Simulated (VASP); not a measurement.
Wanted: the native input for a VASP 6.6.1 run.

```
Task                   : single point
Functional             : LDA
Potentials or basis    : VASP PAW LDA potentials, release 64 (Al, Au)
Cutoff                 : 520 eV
k mesh                 : 16 × 16 × 16
Occupations            : gaussian, width 0.15 eV
Spin                   : no spin polarisation
Dipole correction      : no
Further INCAR settings : ALGO = Fast; EDIFF = 1e-06; NBANDS = 20
```

The structure of AlAu2 lies in POSCAR:

```
AlAu2
1.0
   -1.6358000000      1.6358000000      4.4441500000
    1.6358000000     -1.6358000000      4.4441500000
    1.6358000000      1.6358000000     -4.4441500000
Al Au
1 2
Direct
    0.0000000000      0.0000000000      0.0000000000
    0.6570428093      0.6570428093      0.0000000000
    0.3429571907      0.3429571907      0.0000000000
```

The input as run:

INCAR

```
SYSTEM = AlAu2
PREC = Accurate ; ENCUT = 520
EDIFF = 1E-6 ; ISMEAR = 0
SIGMA = 0.15 ; LREAL = .False.
LASPH = .True. ; NELM = 80
ALGO = Fast ; ISIF = 2
LWAVE = .False. ; LCHARG = .False.
GGA = CA ; NBANDS = 20
```

KPOINTS

```
Automatic mesh
0
Gamma
  16 16 16
  0 0 0
```

Potentials or basis: VASP PAW LDA potentials, release 64 (Al, Au).

The run is started by

```bash
$ cat potpaw_LDA.64/Al/POTCAR potpaw_LDA.64/Au/POTCAR > POTCAR
$ mpirun -np 1 vasp_std > vasp.out
```

Results of the run:

```json
{
  "Pressure": "-1.2 GPa",
  "Largest force": "0.288 eV/Å"
}
```

It took 6.6 min on 1 thread of AMD EPYC 9R45 96-Core Processor (Zen 5), with other jobs on the host, peak memory 0.4 GiB.
